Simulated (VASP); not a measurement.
Write the native input for VASP 6.6.1 that does the following.

```yaml
Task: single point
Functional: PBEsol
Potentials_or_basis: VASP PAW PBE potentials, release 64 (Ge_d)
Cutoff: 520 eV
k_mesh: 24 × 24 × 24
Occupations: gaussian, width 0.15 eV
Spin: no spin polarisation
Dipole_correction: no
Further_INCAR_settings: ALGO = Normal; EDIFF = 1e-06; NBANDS = 21
```

The structure of Ge lies in POSCAR:

```
Ge
1.0
   -2.6911633923      2.6911633923      1.4664953867
    2.6911633923     -2.6911633923      1.4664953867
    2.6911633923      2.6911633923     -1.4664953867
Ge
2
Direct
    0.2500000000      0.7500000000      0.5000000000
    0.5000000000      0.5000000000      0.0000000000
```

This cell differs from its parent crystal: strain +0.050 along x and y, +0.050 along z.

These files were run (other wordings do the same):

INCAR

```
SYSTEM = Ge
PREC = Accurate
ENCUT = 520
EDIFF = 1E-6
ISMEAR = 0
SIGMA = 0.15
LREAL = .False.
LASPH = .True.
NELM = 100
ALGO = Normal
ISIF = 2
LWAVE = .False.
LCHARG = .True.
GGA = PS
LELF = .True.
LVHAR = .True.
NBANDS = 21
```

KPOINTS

```
regular mesh
0
Gamma
  24 24 24
  0 0 0
```

Potentials or basis: VASP PAW PBE potentials, release 64 (Ge_d).

Run with:

```console
$ cat potpaw_PBE.64/Ge_d/POTCAR > POTCAR
$ mpirun -np 1 vasp_std > vasp.out
```

It gave:

The pressure is -8.3 GPa and the band gap on the k mesh is zero (bands 14 and 15 overlap by 4.61 eV).

Caveat: the cell differs from its parent crystal (strain +0.050 along x and y, +0.050 along z); the cell stands under tension; the PAW data sets were made with another functional, which shifts forces and pressure a little.

Wall time 17 min on 1 thread of Intel Xeon 8259CL, with other jobs on the host, peak memory 0.77 GiB.
